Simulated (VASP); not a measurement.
# Ta (I4/mmm) in VASP: further runs, part 2 of 2

VASP 6.6.1. Earlier steps stand in the parts before.

## Step 3: Single point, LDA

The input, INCAR:

```
PREC = Accurate ; ENCUT = 500
EDIFF = 1E-6 ; ISMEAR = 0
SIGMA = 0.2 ; LREAL = False
LASPH = True ; NELM = 120
ALGO = Normal ; ISIF = 2
LWAVE = False ; LCHARG = False
NBANDS = 12 ; GGA_COMPAT = False
```

The input, KPOINTS:

```
Automatic mesh
0
Gamma
  22 22 22
```

The input, POSCAR:

```
Ta
1.0
   -1.7432021208      1.7432021208      1.4817218027
    1.7432021208     -1.7432021208      1.4817218027
    1.7432021208      1.7432021208     -1.4817218027
Ta
1
Direct
    0.0000000000      0.0000000000      0.0000000000
```

Potentials or basis: VASP PAW LDA potentials, release 64 (Ta_pv).

On the command line:

```bash
$ cat potpaw_LDA.64/Ta_pv/POTCAR > POTCAR
$ mpirun -np 1 vasp_std > vasp.out
```

OUTCAR:

```text
PREC = Accurate
   ENCUT = 500
   EDIFF = 1E-6
   ISMEAR = 0
   LREAL = False
   LASPH = True
   NELM = 120
   ISIF = 2

 ion  position               nearest neighbor table
   1  0.000  0.000  0.000-

  LATTYP: Found a body centered tetragonal cell.
 ALAT       =     3.4864042416
 C/A-ratio  =     0.8500000000

  Lattice vectors:

 A1 = (  -1.7432021208,   1.7432021208,   1.4817218027)
 A2 = (   1.7432021208,  -1.7432021208,   1.4817218027)
 A3 = (   1.7432021208,   1.7432021208,  -1.4817218027)

Analysis of symmetry for initial positions (statically):
=====================================================================
 Subroutine PRICEL returns:
 Original cell was already a primitive cell.

 Routine SETGRP: Setting up the symmetry group for a
 body centered tetragonal supercell.

 Subroutine GETGRP returns: Found 16 space group operations
 (whereof 16 operations were pure point group operations)
 out of a pool of 16 trial point group operations.

The static configuration has the point symmetry D_4h.

Analysis of symmetry for dynamics (positions and initial velocities):
=====================================================================
 Subroutine PRICEL returns:
 Original cell was already a primitive cell.

 Routine SETGRP: Setting up the symmetry group for a
 body centered tetragonal supercell.

 Subroutine GETGRP returns: Found 16 space group operations
 (whereof 16 operations were pure point group operations)
 out of a pool of 16 trial point group operations.

The dynamic configuration has the point symmetry D_4h.

 Subroutine INISYM returns: Found 16 space group operations
 (whereof 16 operations are pure point group operations),
 and found     1 'primitive' translations

----------------------------------------------------------------------------------------

                                     Primitive cell

  volume of cell :      18.0104

  direct lattice vectors                    reciprocal lattice vectors
    -1.743202121  1.743202121  1.481721803     0.000000000  0.286828472  0.337445261
     1.743202121 -1.743202121  1.481721803     0.286828472  0.000000000  0.337445261
     1.743202121  1.743202121 -1.481721803     0.286828472  0.286828472  0.000000000

  length of vectors
     2.876283499  2.876283499  2.876283499     0.442876818  0.442876818  0.405636715

  position of ions in fractional coordinates (direct lattice)
     0.000000000  0.000000000  0.000000000

  ion indices of the primitive-cell ions
   primitive index   ion index
                 1           1

----------------------------------------------------------------------------------------

 KPOINTS: Automatic mesh

Automatic generation of k-mesh.
 Grid dimensions read from file:
 generate k-points for:   22   22   22

 Generating k-lattice:

  Cartesian coordinates                     Fractional coordinates (reciprocal lattice)
     0.000000000  0.013037658  0.015338421     0.045454545 -0.000000000  0.000000000
     0.013037658  0.000000000  0.015338421    -0.000000000  0.045454545  0.000000000
     0.013037658  0.013037658  0.000000000     0.000000000  0.000000000  0.045454545

  Length of vectors
     0.020130764  0.020130764  0.018438032

  Shift w.r.t. Gamma in fractional coordinates (k-lattice)
     0.000000000  0.000000000  0.000000000

 Subroutine IBZKPT returns following result:
 ===========================================

 Found    834 irreducible k-points:

 Following reciprocal coordinates:
            Coordinates               Weight
  0.000000  0.000000  0.000000      1.000000
  0.045455  0.000000  0.000000      8.000000
  0.090909  0.000000  0.000000      8.000000
  0.136364  0.000000  0.000000      8.000000
  0.181818  0.000000  0.000000      8.000000
  0.227273  0.000000  0.000000      8.000000
[... 16 lines left out ...]
  0.500000  0.045455  0.000000     16.000000
 -0.454545  0.045455  0.000000     16.000000
 [... further k-points ...]
   k-points           NKPTS =    834   k-points in BZ     NKDIM =    834   number of bands    NBANDS=     12
   number of dos      NEDOS =    301   number of ions     NIONS =      1
   total plane-waves  NPLWV =  13824
   dimension x,y,z NGX =    24 NGY =   24 NGZ =   24
   dimension x,y,z NGXF=    48 NGYF=   48 NGZF=   48
   ions per type =               1
   NGX,Y,Z   is equivalent  to a cutoff of  13.87, 13.87, 13.87 a.u.
   NGXF,Y,Z  is equivalent  to a cutoff of  27.74, 27.74, 27.74 a.u.
 SYSTEM =  unknown system
   PREC   = accura    normal or accurate (medium, high low for compatibility)
   ISTART =      0    job   : 0-new  1-cont  2-samecut
   ICHARG =      2    charge: 1-file 2-atom 10-const
   ISPIN  =      1    spin polarized calculation?
   LNONCOLLINEAR =      F non collinear calculations
   LSORBIT =      F    spin-orbit coupling
   LASPH  =      T    aspherical Exc in radial PAW
   ENCUT  =  500.0 eV  36.75 Ry    6.06 a.u.   5.24  5.24  5.24*2*pi/ulx,y,z
   NELM   =    120;   NELMIN=  2; NELMDL= -5     # of ELM steps
   EDIFF  = 0.1E-05   stopping-criterion for ELM
   LREAL  =      F    real-space projection
   EDIFFG = 0.1E-04   stopping-criterion for IOM
   NSW    =      0    number of steps for IOM
   IBRION =     -1    ionic relax: 0-MD 1-quasi-New 2-CG
   NFREE  =      0    steps in history (QN), initial steepest desc. (CG)
   ISIF   =      2    stress and relaxation
   ISYM   =      2    0-nonsym 1-usesym 2-fastsym
   POTIM  = 0.5000    time-step for ionic-motion
   TEBEG  =    0.0;   TEEND  =   0.0 temperature during run
   PSTRESS=    0.0 pullay stress
   NELECT =      11.0000    total number of electrons
   NUPDOWN=      -1.0000    fix difference up-down
   EMIN   =  10.00;   EMAX   =-10.00  energy-range for DOS
   EFERMI =   0.00;   METHOD = LEGACY
   ISMEAR =     0;   SIGMA  =   0.20  broadening in eV -4-tet -1-fermi 0-gaus
   EFERMI_NEDOS =   21; number of points for ismear=-14 and -15
   IALGO  =     38    algorithm
   IMIX   =      4    mixing-type and parameters
     AMIX     =   0.40;   BMIX     =  1.00
     AMIX_MAG =   1.60;   BMIX_MAG =  1.00
  volume/ion in A,a.u.               =      18.01       121.54
  Fermi-wavevector in a.u.,A,eV,Ry     =   1.388988  2.624806 26.249534  1.929286
  Thomas-Fermi vector in A             =   2.513061
   LORBIT       =      0    0 simple, 1 ext, 2 COOP (PROOUT), +10 PAW based schemes
   GGA     = CA    functional components
   LHFCALC =     F    Hartree Fock is set to
   AEXX    =    0.0000 exact exchange contribution
   IVDW    =     0    specifies the selected vdW correction
   LEPSILON=     F    determine dielectric tensor
   LRPA    =     F    only Hartree local field effects (RPA)
 non-spin polarized calculation
 Gauss-broadening in eV      SIGMA  =   0.20
  energy-cutoff  :      500.00
  volume of cell :       18.01
 maximum number of plane-waves:       473
 NGX is ok and might be reduce to    24
   NGX = 11   NGY = 11   NGZ = 11

 number of electron      11.0000000 magnetization

 Free energy of the ion-electron system (eV)
  ---------------------------------------------------
  ext. energy  EPLUGINS =         0.00000000
  ---------------------------------------------------
  free energy    TOTEN  =       -12.74149916 eV

  energy without entropy =      -12.71815488  energy(sigma->0) =      -12.72982702

 E-fermi :   5.5647     XC(G=0): -12.7901

 val. band max:        5.5623453534   @ k =  -0.0455  -0.3182   0.0455
 cond. band min:       5.5664480322   @ k =  -0.0909  -0.3182   0.0455
 fundamental gap:      0.0041026788
 Fermi energy:         5.5646807277

 k-point     1 :       0.0000    0.0000    0.0000
  band No.  band energies     occupation
      1     -27.5244      2.00000
      2     -27.5244      2.00000
      3     -27.4364      2.00000
      4      -2.4349      2.00000
      5       4.8439      2.00000
      6       7.0820      0.00000
      7       7.0820      0.00000
      8       7.5833      0.00000
      9      10.5468      0.00000
     10      19.0819      0.00000
     11      19.7040      0.00000
     12      19.7040      0.00000
[... 331 lines left out ...]
 k-point    24 :      -0.4545    0.0455    0.0000
  band No.  band energies     occupation
      1     -28.6448      2.00000
      2     -27.9054      2.00000
      3     -27.6194      2.00000
      4       1.1649      2.00000
      5       3.3776      2.00000
      6       6.9798      0.00000
      7       9.1079      0.00000
      8      11.3134      0.00000
      9      12.4232      0.00000
     10      17.1448      0.00000
     11      18.9502      0.00000
     12      19.1769      0.00000

 [... further k-points ...]
[... 5 lines left out ...]
  --------------------------------------------------------------------------------------
  -------------------------------------------------------------------------------------
  Total       -1.1389233     -1.1389233      0.3103421      0.0000000      0.0000000      0.0000000
  in kB     -101.3171385   -101.3171385     27.6076319      0.0000000      0.0000000      0.0000000
  external PRESSURE =     -58.3422150 kB  Pullay stress =       0.0000000 kB

 VOLUME and BASIS-vectors are now :
 -----------------------------------------------------------------------------
  energy-cutoff  :      500.00
  volume of cell :       18.01
      direct lattice vectors                 reciprocal lattice vectors
    -1.743202121  1.743202121  1.481721803     0.000000000  0.286828472  0.337445261
     1.743202121 -1.743202121  1.481721803     0.286828472  0.000000000  0.337445261
     1.743202121  1.743202121 -1.481721803     0.286828472  0.286828472  0.000000000

 POSITION                                       TOTAL-FORCE (eV/Angst)
 -----------------------------------------------------------------------------------
      0.00000      0.00000      0.00000         0.000000      0.000000      0.000000
 -----------------------------------------------------------------------------------
    total drift:                                0.000000      0.000000     -0.000000

  FREE ENERGIE OF THE ION-ELECTRON SYSTEM (eV)
  ---------------------------------------------------
  free  energy   TOTEN  =       -12.7414991589 eV

  energy  without entropy=      -12.7181548785  energy(sigma->0) =      -12.72982702
```

Run time: 36 s. Hardware: 1 thread of Intel Xeon 6975P-C (Granite Rapids), shared host; peak memory 0.26 GiB.

What came out:

| Property | Result |
| --- | --- |
| Free energy | -12.7415 eV |
| Pressure | -5.8 GPa |

Stress tensor (GPa, compression positive):
```
-10.13   0.00   0.00
  0.00 -10.13   0.00
  0.00   0.00   2.76
```

Caveat: spin-orbit coupling is left out, which moves the levels of the heavy elements.

## Step 4: Single point, LDA

The input, INCAR:

```
SYSTEM = Ta
ALGO = Normal
EDIFF = 1E-6
ENCUT = 500
GGA_COMPAT = .FALSE.
ISIF = 2
ISMEAR = 0
LASPH = .TRUE.
LCHARG = .TRUE.
LELF = .TRUE.
LREAL = .FALSE.
LVHAR = .TRUE.
LWAVE = .FALSE.
NBANDS = 12
NELM = 120
PREC = Accurate
SIGMA = 0.2
```

The input, KPOINTS:

```
k-points
0
G
  22 22 22
  0 0 0
```

The input, POSCAR:

```
Ta
1.0
   -1.5539139738      1.5539139738      1.8646967685
    1.5539139738     -1.5539139738      1.8646967685
    1.5539139738      1.5539139738     -1.8646967685
Ta
1
Direct
    0.0000000000      0.0000000000      0.0000000000
```

On the command line:

```bash
$ cat potpaw_LDA.64/Ta_pv/POTCAR > POTCAR
$ mpirun -np 1 vasp_std > vasp.out
```

Run time: 37 s. Hardware: 1 thread of Intel Xeon 6975P-C (Granite Rapids), shared host; peak memory 0.27 GiB.

It converged, with:

* Free energy: -12.6968 eV
* Pressure: -5.6 GPa

Stress tensor (GPa, compression positive):
```
 -0.14   0.00   0.00
  0.00  -0.14   0.00
  0.00   0.00 -16.45
```

Levels at points of the mesh, in eV from the Fermi level:
| k point | band 2 | band 3 | band 4 | band 5 | band 6 | band 7 | band 8 | band 9 |
| --- | --- | --- | --- | --- | --- | --- | --- | --- |
| (0.00, 0.00, 0.00) | -33.07 | -33.07 | -8.02 | 0.17 | 0.17 | 2.10 | 2.15 | 4.59 |
| (0.50, 0.00, 0.00) | -33.35 | -33.11 | -4.56 | -0.79 | 1.27 | 1.76 | 5.34 | 7.01 |
| (0.50, 0.50, 0.00) | -33.55 | -33.24 | -4.49 | -2.94 | 2.52 | 5.49 | 5.80 | 7.70 |
| (0.50, 0.50, 0.50) | -33.71 | -33.71 | -4.26 | -3.67 | 5.70 | 6.23 | 6.89 | 6.89 |

Caveat: spin-orbit coupling is left out, which moves the levels of the heavy elements.

## Step 5: Overview

```csv
cell,gap on the mesh (eV),pressure (GPa)
"a = 2.931 Å, angles 101.5, 101.5, 126.9°, 1 atom",none,-0.1
"a = 2.876 Å, angles 105.4, 105.4, 118.0°, 1 atom",none,-5.8
"a = 2.882 Å, angles 114.7, 114.7, 99.4°, 1 atom",none,-5.6
```

Alike in all rows: task single point; level LDA; potentials or basis VASP PAW LDA potentials, release 64 (Ta_pv); no spin polarisation; k mesh 22 × 22 × 22; cutoff (eV) 500; smearing gaussian 0.2 eV.

Caveats: spin-orbit coupling is left out, which moves the levels of the heavy elements.

Total energies depend on the potentials used, so only differences within one code and one set of settings carry meaning.
